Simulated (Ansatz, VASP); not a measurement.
One calculation of Pb3S, two programs

INCAR

```
SYSTEM = Pb3S
ALGO = Normal ; EDIFF = 1E-6
ENCUT = 520 ; GGA = PE
ISIF = 2 ; ISMEAR = 0
LASPH = .True. ; LCHARG = .False.
LREAL = .False. ; LWAVE = .False.
NBANDS = 32 ; NELM = 60
PREC = Accurate ; SIGMA = 0.1
```

KPOINTS

```
k-points
0
Gamma
  6 6 6
  0 0 0
```

POSCAR

```
Pb3S
1.0
   -2.3371830154      2.3371830154      5.2207205019
    2.3371830154     -2.3371830154      5.2207205019
    2.3371830154      2.3371830154     -5.2207205019
Pb S
3 1
Direct
    0.5000000000      0.5000000000      0.0000000000
    0.2500000000      0.7500000000      0.5000000000
    0.7500000000      0.2500000000      0.5000000000
    0.0000000000      0.0000000000      0.0000000000
```

Input for Ansatz:

```yaml
crystal:
  lattice:
    - [-2.3371830154, 2.3371830154, 5.2207205019]
    - [2.3371830154, -2.3371830154, 5.2207205019]
    - [2.3371830154, 2.3371830154, -5.2207205019]
  atoms:
    - { symbol: Pb, position: [0.5, 0.5, 0.0] }
    - { symbol: Pb, position: [0.25, 0.75, 0.5] }
    - { symbol: Pb, position: [0.75, 0.25, 0.5] }
    - { symbol: S, position: [0.0, 0.0, 0.0] }
basis:
  ecutwfc: 420
kpoints:
  mp_grid: { grid: [6, 6, 6] }
hamiltonian:
  xc: pbe
scf:
  occupations: { method: gaussian, width: 0.1 }
  lower_state_search: "off"
output:
  forces: true
  stress: true
  eigenvalues: true
```

Alike in both runs: task single point; functional PBE; k mesh 6 × 6 × 6; occupations gaussian, width 0.1 eV; no spin polarisation.

|  | VASP | Ansatz |
| --- | --- | --- |
| version | VASP 6.6.1 | Ansatz 0.2.0 |
| potentials or method | VASP PAW PBE potentials, release 64 (Pb_d, S), cutoff 520 eV | scalar-relativistic, plane waves, PAW |
| valence electrons in the cell | 48 | 48 |

Ansatz gave:

| Property | Result |
| --- | --- |
| gap on the k mesh at the Fermi level (eV) | none |
| pressure (GPa) | -0.3 |
| traceless stress, the component that is largest in VASP (GPa) | 0.77 |

Question: What did VASP give for the same quantities?

Answer: gap on the k mesh at the Fermi level (eV): none; pressure (GPa): -0.4; traceless stress, the component that is largest in VASP (GPa): 0.76.

A gap of «none» marks a metal or a gap that the smearing closes.

Spin-orbit coupling is off throughout.
